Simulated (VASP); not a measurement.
# EuS (Fm-3m) in VASP: further runs, part 2 of 3

VASP 6.6.1. Earlier steps stand in the parts before.

## 3. Relaxation of cell and atoms, BLYP+D4, collinear spin, ferromagnetic start

INCAR reads:

```
PREC = Accurate
ENCUT = 600
EDIFF = 1E-7
ISMEAR = -1
SIGMA = 0.05
LREAL = False
LASPH = True
NELM = 200
ALGO = Normal
ISIF = 3
LWAVE = False
LCHARG = False
ISPIN = 2
MAGMOM = 7 0
LORBIT = 11
LMAXMIX = 6
GGA = B5
ALDAX = 1.0
AGGAX = 1.0
AGGAC = 1.0
ALDAC = 0.0
IVDW = 13
VDW_S6 = 1.0
VDW_S8 = 2.34076671
VDW_A1 = 0.44488865
VDW_A2 = 4.0933009
IBRION = 2
NSW = 60
EDIFFG = -0.01
GGA_COMPAT = False
NELMIN = 4
```

KPOINTS reads:

```
Automatic mesh
0
Gamma
  8 8 8
```

POSCAR reads:

```
EuS
1.0
    0.0000000000      2.9785000000      2.9785000000
    2.9785000000      0.0000000000      2.9785000000
    2.9785000000      2.9785000000      0.0000000000
Eu S
1 1
Direct
    0.0000000000      0.0000000000      0.0000000000
    0.5000000000      0.5000000000      0.5000000000
```

Potentials or basis: VASP PAW PBE potentials, release 64 (Eu, S).

Launch:

```bash
$ cat potpaw_PBE.64/Eu/POTCAR potpaw_PBE.64/S/POTCAR > POTCAR
$ mpirun -np 1 vasp_std > vasp.out
```

Run time: 11 min. Hardware: 1 thread of Intel Xeon 8259CL, shared host; peak memory 0.3 GiB.

Results (log left out):

| Property | Result |
| --- | --- |
| Free energy | -19.6680 eV |
| Relaxed volume | 24.85 Å³/atom |
| Relaxed cell | a = 4.127 Å, b = 4.127 Å, c = 4.127 Å, α = 60.00°, β = 60.00°, γ = 60.00° |
| Space group after relaxing (to 0.1 Å) | Fm-3m (No. 225) |
| Energy gained by relaxing | 14.6 meV/atom |
| Ionic steps | 3 |
| Pressure after relaxing | 0.0 GPa |
| Net moment | 6.95 μB per cell |
| Site moments | Eu +6.59; S -0.06 μB |
| Valence electrons inside the program's atomic spheres | Eu 14.78; S 3.81 |
| Dispersion energy per atom | -0.560 eV |

The path:
```csv
step,energy change (eV),largest force (eV/Å),pressure (GPa),volume (Å³)
1,0.0000,0.0000,-2.82,52.85
2,-0.0287,0.0000,0.36,49.36
3,-0.0291,0.0000,0.00,49.70
```

Final structure:
```cif
data_structure
_symmetry_space_group_name_H-M 'P 1'
_symmetry_Int_Tables_number 1
_cell_length_a 4.1269
_cell_length_b 4.1269
_cell_length_c 4.1269
_cell_angle_alpha 60.000
_cell_angle_beta 60.000
_cell_angle_gamma 60.000
_cell_volume 49.70
loop_
_atom_site_label
_atom_site_type_symbol
_atom_site_fract_x
_atom_site_fract_y
_atom_site_fract_z
_atom_site_occupancy
Eu1 Eu 0.00000 0.00000 0.00000 1
S1 S 0.50000 0.50000 0.50000 1
```

Levels at points of the mesh, in eV from the Fermi level:
Spin up:
```csv
k point,band 12,band 13,band 14,band 15,band 16,band 17,band 18,band 19
"(0.00, 0.00, 0.00)",-0.29,0.08,0.08,0.08,1.03,1.03,1.03,1.39
"(0.50, 0.00, 0.00)",-0.33,-0.33,-0.29,-0.28,3.40,3.43,3.73,3.73
"(0.50, 0.50, 0.00)",-0.35,-0.35,-0.30,-0.09,-0.09,3.09,3.65,4.79
```
Spin down:
```csv
k point,band 4,band 5,band 6,band 7,band 8,band 9,band 10,band 11,band 12,band 13
"(0.00, 0.00, 0.00)",-18.04,-13.68,-2.71,-2.71,-2.71,1.66,1.66,1.66,1.83,2.60
"(0.50, 0.00, 0.00)",-18.08,-12.54,-5.35,-3.96,-3.96,2.91,3.89,3.89,4.10,4.22
"(0.50, 0.50, 0.00)",-18.20,-13.33,-3.78,-3.03,-3.03,-0.36,3.88,4.08,4.14,4.22
```

Caveat: the PAW data sets were made with another functional, which shifts forces and pressure a little; spin-orbit coupling is left out, which moves the levels of the heavy elements; a cell with one magnetic atom can't hold antiferromagnetic order, which such compounds often take; semilocal functionals describe open f shells poorly, which spoils levels, moments and volumes. The state reached can hang on the start; a lower one may exist.

## 4. Single point, RPBE, collinear spin, ferromagnetic start

INCAR reads:

```
PREC = Accurate ; ENCUT = 600
EDIFF = 1E-6 ; ISMEAR = 0
SIGMA = 0.05 ; LREAL = F
LASPH = T ; NELM = 200
ALGO = Normal ; ISIF = 2
LWAVE = F ; LCHARG = F
ISPIN = 2 ; MAGMOM = 7 0
LORBIT = 11 ; LMAXMIX = 6
GGA = RP ; NBANDS = 22
GGA_COMPAT = F
```

KPOINTS reads:

```
regular mesh
0
Gamma
  8 8 8
```

POSCAR is that of step 3.

Potentials or basis: VASP PAW PBE potentials, release 64 (Eu, S).

Launch:

```bash
$ cat potpaw_PBE.64/Eu/POTCAR potpaw_PBE.64/S/POTCAR > POTCAR
$ mpirun -np 1 vasp_std > vasp.out
```

OUTCAR:

```text
PREC = Accurate
   ENCUT = 600
   EDIFF = 1E-6
   ISMEAR = 0
   LREAL = F
   LASPH = T
   NELM = 200
   ISIF = 2
   ISPIN = 2
   LORBIT = 11
   GGA = RP

 ion  position               nearest neighbor table
   1  0.000  0.000  0.000-   2 2.98   2 2.98   2 2.98   2 2.98   2 2.98   2 2.98
   2  0.500  0.500  0.500-   1 2.98   1 2.98   1 2.98   1 2.98   1 2.98   1 2.98

  LATTYP: Found a face centered cubic cell.
 ALAT       =     5.9570000000

  Lattice vectors:

 A1 = (   0.0000000000,   2.9785000000,   2.9785000000)
 A2 = (   2.9785000000,   0.0000000000,   2.9785000000)
 A3 = (   2.9785000000,   2.9785000000,   0.0000000000)

Analysis of symmetry for initial positions (statically):
=====================================================================
 Subroutine PRICEL returns:
 Original cell was already a primitive cell.

 Routine SETGRP: Setting up the symmetry group for a
 face centered cubic supercell.

 Subroutine GETGRP returns: Found 48 space group operations
[... 793 lines left out ...]
 k-point     1 :       0.0000    0.0000    0.0000
  band No.  band energies     occupation
      1     -33.9636      1.00000
      2     -13.5482      1.00000
      3     -13.5482      1.00000
      4     -13.5482      1.00000
      5      -9.0668      1.00000
      6       1.7649      1.00000
[... 589 lines left out ...]
     21      11.6555      0.00000
     22      12.4796      0.00000

 [... further k-points ...]
[... 5 lines left out ...]
  --------------------------------------------------------------------------------------
  -------------------------------------------------------------------------------------
  Total       -0.1558781     -0.1558781     -0.1558781      0.0000000      0.0000000     -0.0000000
  in kB       -4.7257733     -4.7257733     -4.7257733      0.0000000      0.0000000     -0.0000000
  external PRESSURE =      -4.7257733 kB  Pullay stress =       0.0000000 kB

 VOLUME and BASIS-vectors are now :
 -----------------------------------------------------------------------------
  energy-cutoff  :      600.00
  volume of cell :       52.85
      direct lattice vectors                 reciprocal lattice vectors
     0.000000000  2.978500000  2.978500000    -0.167869733  0.167869733  0.167869733
     2.978500000  0.000000000  2.978500000     0.167869733 -0.167869733  0.167869733
     2.978500000  2.978500000  0.000000000     0.167869733  0.167869733 -0.167869733

 POSITION                                       TOTAL-FORCE (eV/Angst)
 -----------------------------------------------------------------------------------
      0.00000      0.00000      0.00000         0.000000     -0.000000      0.000000
      2.97850      2.97850      2.97850        -0.000000      0.000000     -0.000000
 -----------------------------------------------------------------------------------
    total drift:                                0.000000      0.000000      0.000000

  FREE ENERGIE OF THE ION-ELECTRON SYSTEM (eV)
  ---------------------------------------------------
  free  energy   TOTEN  =       -19.3572652956 eV

  energy  without entropy=      -19.3564315769  energy(sigma->0) =      -19.35684844

 total charge

# of ion       s       p       d       f       tot
--------------------------------------------------
    1        2.029   5.781   0.297   6.668  14.776
    2        1.318   2.448   0.000   0.000   3.765
--------------------------------------------------
tot          3.347   8.229   0.297   6.668  18.541

 magnetization (x)

# of ion       s       p       d       f       tot
--------------------------------------------------
    1       -0.016  -0.118   0.092   6.638   6.597
    2       -0.007  -0.073   0.000   0.000  -0.081
--------------------------------------------------
tot         -0.023  -0.191   0.092   6.638   6.516
```

stdout:

```text
POSCAR found type information on POSCAR EuS
 POSCAR found :  2 types and       2 ions
 scaLAPACK will be used
 -----------------------------------------------------------------------------
|                                                                             |
|                                                                             |
|     You enforced a specific xc type in the INCAR file but a different       |
|     I HOPE YOU KNOW WHAT YOU ARE DOING!                                     |
|                                                                             |
 -----------------------------------------------------------------------------

 LDA part: xc-table for (Slater+PW92), standard interpolation
 POSCAR, INCAR and KPOINTS ok, starting setup
 FFT: planning ... GRIDC
 FFT: planning ... GRID_SOFT
 FFT: planning ... GRID
 WAVECAR not read
 entering main loop
```

Wall time 4.1 min (1 thread of Intel Xeon 8259CL, shared host); peak memory 0.29 GiB.

Results:

```
Free energy                                           : -19.3573 eV
Pressure                                              : -0.5 GPa
Band gap on the k mesh                                : zero (filled and empty bands overlap)
Net moment                                            : 6.99 μB per cell
Site moments                                          : Eu +6.60; S -0.08 μB
Valence electrons inside the program's atomic spheres : Eu 14.78; S 3.77
```

Caveat: the PAW data sets were made with another functional, which shifts forces and pressure a little; spin-orbit coupling is left out, which moves the levels of the heavy elements; a cell with one magnetic atom can't hold antiferromagnetic order, which such compounds often take; semilocal functionals describe open f shells poorly, which spoils levels, moments and volumes. The state reached can hang on the start; a lower one may exist.

[end of part 2 of 3]
